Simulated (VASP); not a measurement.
# GaP (F-43m) in VASP: a series of runs, part 3 of 3

VASP 6.6.1. Earlier steps stand in the parts before.

**5. Electric field gradients, LDA (volume scaled by 0.99)**

The input, INCAR:

```
SYSTEM = GaP
PREC = Accurate ; ENCUT = 520
EDIFF = 1E-8 ; ISMEAR = -1
SIGMA = 0.05 ; LREAL = .FALSE.
LASPH = .TRUE. ; NELM = 100
ALGO = Normal ; ISIF = 2
LWAVE = .FALSE. ; LCHARG = .FALSE.
LEFG = .TRUE. ; NBANDS = 16
```

The input, KPOINTS:

```
Automatic mesh
0
G
  10 10 10
  0 0 0
```

The input, POSCAR:

```
GaP
1.0
    0.0000000000      2.7161353834      2.7161353834
    2.7161353834      0.0000000000      2.7161353834
    2.7161353834      2.7161353834      0.0000000000
Ga P
1 1
Direct
    0.0000000000      0.0000000000      0.0000000000
    0.7500000000      0.7500000000      0.7500000000
```

Potentials or basis: VASP PAW LDA potentials, release 64 (Ga_d, P).

Run with:

```sh
> cat potpaw_LDA.64/Ga_d/POTCAR potpaw_LDA.64/P/POTCAR > POTCAR
> mpirun -np 1 vasp_std > vasp.out
```

OUTCAR:

```text
SYSTEM = GaP
   PREC = Accurate
   ENCUT = 520
   EDIFF = 1E-8
   ISMEAR = -1
   LREAL = .FALSE.
   LASPH = .TRUE.
   NELM = 100
   ISIF = 2

 ion  position               nearest neighbor table
   1  0.000  0.000  0.000-   2 2.35   2 2.35   2 2.35   2 2.35
   2  0.750  0.750  0.750-   1 2.35   1 2.35   1 2.35   1 2.35

  LATTYP: Found a face centered cubic cell.
 ALAT       =     5.4322707668

  Lattice vectors:

 A1 = (   0.0000000000,   2.7161353834,   2.7161353834)
 A2 = (   2.7161353834,   0.0000000000,   2.7161353834)
 A3 = (   2.7161353834,   2.7161353834,   0.0000000000)
[... 668 lines left out ...]
  free  energy   TOTEN  =       -10.4482075443 eV

  energy  without entropy=      -10.4482075337  energy(sigma->0) =      -10.44820754

 Electric field gradients (V/A^2)
---------------------------------------------------------------------
 ion       V_xx      V_yy      V_zz      V_xy      V_xz      V_yz
---------------------------------------------------------------------
   1      -0.000     0.000    -0.000    -0.001    -0.001    -0.001
   2      -0.000     0.000    -0.000    -0.000    -0.000    -0.000
---------------------------------------------------------------------

 Electric field gradients after diagonalization (V/A^2)
 (convention: |V_zz| > |V_xx| > |V_yy|)
----------------------------------------------------------------------
 ion       V_xx      V_yy      V_zz     asymmetry (V_yy - V_xx)/ V_zz
----------------------------------------------------------------------
   1       0.001     0.001    -0.001       0.000
   2       0.000     0.000    -0.000       0.000
----------------------------------------------------------------------

           NMR quadrupolar parameters

 Cq : quadrupolar parameter    Cq=e*Q*V_zz/h
 eta: asymmetry parameters     (V_yy - V_xx)/ V_zz
 Q  : nuclear electric quadrupole moment in mb (millibarn)
----------------------------------------------------------------------
 ion       Cq(MHz)       eta       Q (mb)
----------------------------------------------------------------------
   1      -0.000       0.000       1.000
   2      -0.000       0.000       1.000
----------------------------------------------------------------------
```

OSZICAR:

```text
N       E                     dE             d eps       ncg     rms          rms(c)
DAV:   1     0.809179852306E+02    0.80918E+02   -0.90046E+03  1536   0.160E+03
DAV:   2    -0.424422649571E+01   -0.85162E+02   -0.80879E+02  1680   0.309E+02
DAV:   3    -0.106629298728E+02   -0.64187E+01   -0.63962E+01  1920   0.668E+01
DAV:   4    -0.107689652704E+02   -0.10604E+00   -0.10601E+00  1864   0.925E+00
DAV:   5    -0.107711950819E+02   -0.22298E-02   -0.22297E-02  1936   0.117E+00    0.437E+00
DAV:   6    -0.105009479524E+02    0.27025E+00   -0.36176E-01  2336   0.103E+01    0.281E+00
DAV:   7    -0.104529938882E+02    0.47954E-01   -0.84138E-02  2064   0.202E+00    0.105E+00
DAV:   8    -0.104482366509E+02    0.47572E-02   -0.11320E-02  1808   0.117E+00    0.191E-01
DAV:   9    -0.104482007621E+02    0.35889E-04   -0.99338E-04  2232   0.411E-01    0.641E-02
DAV:  10    -0.104482015319E+02   -0.76983E-06   -0.53146E-05  2256   0.818E-02    0.277E-02
DAV:  11    -0.104482078206E+02   -0.62887E-05   -0.91241E-06  1848   0.448E-02    0.782E-03
DAV:  12    -0.104482075829E+02    0.23775E-06   -0.55142E-07  1928   0.770E-03    0.550E-03
DAV:  13    -0.104482075442E+02    0.38704E-07   -0.23595E-07  1992   0.461E-03    0.892E-04
DAV:  14    -0.104482075443E+02   -0.12869E-09   -0.10284E-08  1312   0.104E-03
   1 F= -.10448208E+02 E0= -.10448208E+02  d E =-.105794E-07
```

stdout:

```text
POSCAR found type information on POSCAR GaP
 POSCAR found :  2 types and       2 ions
 scaLAPACK will be used
 LDA part: xc-table for (Slater(with rela. corr.)+CA(PZ))
 , standard interpolation
 POSCAR, INCAR and KPOINTS ok, starting setup
 FFT: planning ... GRIDC
 FFT: planning ... GRID_SOFT
 FFT: planning ... GRID
 WAVECAR not read
 entering main loop
ion   1

ion   2
```

Run time: 27 s. Hardware: 1 thread of AMD EPYC 7R43 (Zen 3), shared host; peak memory 0.13 GiB.

Results:

- Free energy: -10.4482 eV
- Pressure: -1.8 GPa
- Band gap on the k mesh: 1.44 eV, indirect (least direct gap 1.72 eV)

Levels at points of the mesh, in eV from the valence-band top:
```csv
k point,band 5,band 6,band 7,band 8,band 9,band 10,band 11,band 12,band 13,band 14
"(0.00, 0.00, 0.00)",-14.62,-12.59,0.00,0.00,0.00,1.72,3.79,3.79,3.79,8.54
"(0.50, 0.00, 0.00)",-14.61,-10.47,-6.77,-1.14,-1.14,1.55,4.63,4.63,8.07,10.71
"(0.50, 0.50, 0.00)",-14.60,-9.54,-6.89,-2.74,-2.74,1.48,1.67,10.53,10.53,11.06
```

Caveat: the cell differs from its parent crystal (volume scaled by 0.99); without QUAD_EFG the Cq values of the log hold for a quadrupole moment of 1 mb, not for the nuclei. A k mesh can miss the band edges.

**6. Electric field gradients, LDA**

This run uses another cell than the first one, of 20.24 Å³/atom, 1.020 times its volume.

The input, INCAR:

```
SYSTEM = GaP
PREC = Accurate
ENCUT = 520
EDIFF = 1E-8
ISMEAR = -1
SIGMA = 0.05
LREAL = .FALSE.
LASPH = .TRUE.
NELM = 60
ALGO = Normal
ISIF = 2
LWAVE = .FALSE.
LCHARG = .FALSE.
GGA = CA
LEFG = .TRUE.
NBANDS = 16
```

The input, KPOINTS:

```
regular mesh
0
G
  10 10 10
  0 0 0
```

The input, POSCAR:

```
GaP
1.0
    0.0000000000      2.7252500000      2.7252500000
    2.7252500000      0.0000000000      2.7252500000
    2.7252500000      2.7252500000      0.0000000000
Ga P
1 1
Direct
    0.0000000000      0.0000000000      0.0000000000
    0.7500000000      0.7500000000      0.7500000000
```

Potentials or basis: VASP PAW LDA potentials, release 64 (Ga_d, P).

Run with:

```sh
> cat potpaw_LDA.64/Ga_d/POTCAR potpaw_LDA.64/P/POTCAR > POTCAR
> mpirun -np 1 vasp_std > vasp.out
```

OUTCAR:

```text
SYSTEM = GaP
   PREC = Accurate
   ENCUT = 520
   EDIFF = 1E-8
   ISMEAR = -1
   LREAL = .FALSE.
   LASPH = .TRUE.
   NELM = 60
   ISIF = 2
   GGA = CA

 ion  position               nearest neighbor table
   1  0.000  0.000  0.000-   2 2.36   2 2.36   2 2.36   2 2.36
   2  0.750  0.750  0.750-   1 2.36   1 2.36   1 2.36   1 2.36

  LATTYP: Found a face centered cubic cell.
 ALAT       =     5.4505000000

  Lattice vectors:

 A1 = (   0.0000000000,   2.7252500000,   2.7252500000)
 A2 = (   2.7252500000,   0.0000000000,   2.7252500000)
 A3 = (   2.7252500000,   2.7252500000,   0.0000000000)

Analysis of symmetry for initial positions (statically):
=====================================================================
 Subroutine PRICEL returns:
 Original cell was already a primitive cell.

 Routine SETGRP: Setting up the symmetry group for a
 face centered cubic supercell.

 Subroutine GETGRP returns: Found 24 space group operations
[... 643 lines left out ...]
  volume of cell :       40.48
      direct lattice vectors                 reciprocal lattice vectors
     0.000000000  2.725250000  2.725250000    -0.183469406  0.183469406  0.183469406
     2.725250000  0.000000000  2.725250000     0.183469406 -0.183469406  0.183469406
     2.725250000  2.725250000  0.000000000     0.183469406  0.183469406 -0.183469406

 POSITION                                       TOTAL-FORCE (eV/Angst)
 -----------------------------------------------------------------------------------
      0.00000      0.00000      0.00000         0.000000      0.000000      0.000000
      4.08788      4.08788      4.08788        -0.000000     -0.000000     -0.000000
 -----------------------------------------------------------------------------------
    total drift:                               -0.000000     -0.000000     -0.000000

  FREE ENERGIE OF THE ION-ELECTRON SYSTEM (eV)
  ---------------------------------------------------
  free  energy   TOTEN  =       -10.4425819177 eV

  energy  without entropy=      -10.4425819081  energy(sigma->0) =      -10.44258191

 Electric field gradients (V/A^2)
---------------------------------------------------------------------
 ion       V_xx      V_yy      V_zz      V_xy      V_xz      V_yz
---------------------------------------------------------------------
   1      -0.000    -0.000    -0.000    -0.001    -0.001    -0.001
   2      -0.000     0.000    -0.000    -0.000    -0.000    -0.000
---------------------------------------------------------------------

 Electric field gradients after diagonalization (V/A^2)
 (convention: |V_zz| > |V_xx| > |V_yy|)
----------------------------------------------------------------------
 ion       V_xx      V_yy      V_zz     asymmetry (V_yy - V_xx)/ V_zz
----------------------------------------------------------------------
   1       0.001     0.001    -0.002       0.000
   2       0.000     0.000    -0.000       0.000
----------------------------------------------------------------------

           NMR quadrupolar parameters

 Cq : quadrupolar parameter    Cq=e*Q*V_zz/h
 eta: asymmetry parameters     (V_yy - V_xx)/ V_zz
 Q  : nuclear electric quadrupole moment in mb (millibarn)
----------------------------------------------------------------------
 ion       Cq(MHz)       eta       Q (mb)
----------------------------------------------------------------------
   1      -0.000       0.000       1.000
   2      -0.000       0.000       1.000
----------------------------------------------------------------------
```

Run time: 30 s. Hardware: 1 thread of AMD EPYC 7R43 (Zen 3), shared host; peak memory 0.13 GiB.

Results:

* Free energy: -10.4426 eV
* Pressure: -2.6 GPa
* Band gap on the k mesh: 1.45 eV, indirect (least direct gap 1.64 eV)

Caveat: without QUAD_EFG the Cq values of the log hold for a quadrupole moment of 1 mb, not for the nuclei.

**7. Overview**

```tsv
cell	gap on the mesh (eV)	pressure (GPa)
a = 3.828 Å, angles 60.0°, 2 atoms	1.42	-1.0
a = 3.841 Å, angles 60.0°, 2 atoms	1.44	-1.8
a = 3.854 Å, angles 60.0°, 2 atoms	1.45	-2.6
```

Alike in all rows: task electric field gradients; level LDA; potentials or basis VASP PAW LDA potentials, release 64 (Ga_d, P); no spin polarisation; k mesh 10 × 10 × 10; cutoff (eV) 520; smearing fermi-dirac 0.05 eV.

Total energies depend on the potentials used, so only differences within one code and one set of settings carry meaning.

**8. How close it comes**

Step 6. Against the measured gap of GaP, 2.34 eV (indirect; 10 K; quoted in “Stacking defects in GaP nanowires: Electronic structure and optical properties”, 2018, arxiv:1810.01194), the calculated 1.45 eV is off by -0.89 eV. Spin-orbit coupling on Ga is left out. The value is that of LDA on a finite k mesh, which can miss the band edges, without temperature or zero-point motion. Semilocal functionals fall short of measured gaps as a rule.
